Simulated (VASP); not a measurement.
Wanted: the native input for a VASP 6.6.1 run.

```
Task                   : single point
Functional             : LDA
Potentials or basis    : VASP PAW LDA potentials, release 64 (Ni, Co, O)
Cutoff                 : 520 eV
k mesh                 : 9 × 9 × 6
Occupations            : fermi-dirac, width 0.05 eV
Spin                   : collinear spin, ferromagnetic start
Starting moments       : [1.0, 2.0, 0.0, 0.0] μB
Dipole correction      : no
Further INCAR settings : ALGO = Normal; EDIFF = 1e-06; NBANDS = 28
```

The structure of CoNiO2 lies in POSCAR:

```
CoNiO2
1.0
    3.0734525779      0.0000000000      0.0000000000
    0.0000000000      3.0734525779      0.0000000000
    0.0000000000      0.0000000000      4.3050959259
Ni Co O
1 1 2
Direct
    0.0000000000      0.0000000000      0.0000000000
    0.5000000000      0.5000000000      0.5000000000
    0.0000000000      0.0000000000      0.5000000000
    0.5000000000      0.5000000000      0.0000000000
```

One way to write it, as run:

INCAR

```
SYSTEM = CoNiO2
ALGO     = Normal         ! electronic algorithm
EDIFF    = 1E-6           ! SCF threshold, eV
ENCUT    = 520            ! plane-wave cutoff, eV
GGA      = CA             ! functional
ISIF     = 2              ! what is computed and relaxed
ISMEAR   = -1             ! smearing method
ISPIN    = 2              ! spin polarisation
LASPH    = .True.         ! aspherical terms in the spheres
LCHARG   = .False.        ! write CHGCAR
LMAXMIX  = 4              ! l up to which the mixer works
LORBIT   = 11             ! projections on sites
LREAL    = .False.        ! projectors in reciprocal space
LWAVE    = .False.        ! write WAVECAR
MAGMOM   = 1 2 0 0        ! initial moments
NBANDS   = 28             ! bands
NELM     = 150            ! most SCF steps
PREC     = Accurate       ! precision mode
SIGMA    = 0.05           ! smearing width, eV
```

KPOINTS

```
k-points
0
Gamma
  9 9 6
  0 0 0
```

Potentials or basis: VASP PAW LDA potentials, release 64 (Ni, Co, O).

The run is started by

```bash
$ cat potpaw_LDA.64/Ni/POTCAR potpaw_LDA.64/Co/POTCAR potpaw_LDA.64/O/POTCAR > POTCAR
$ mpirun -np 1 vasp_std > vasp.out
```

It gave:

| Quantity | Value |
| --- | --- |
| Pressure | -29.1 GPa |
| Net moment | 3.68 μB per cell |
| Site moments | Ni +0.68; Co +2.48; O +0.25, +0.18 μB |
| Valence electrons inside the program's atomic spheres | Ni 8.92; Co 7.73; O 4.88, 4.87 |

Caveat: the cell stands under tension.

Run time: 91 s on 1 thread of Intel(R) Xeon(R) Platinum 8375C CPU @ 2.90GHz (Ice Lake) (shared host), peak memory 0.22 GiB.
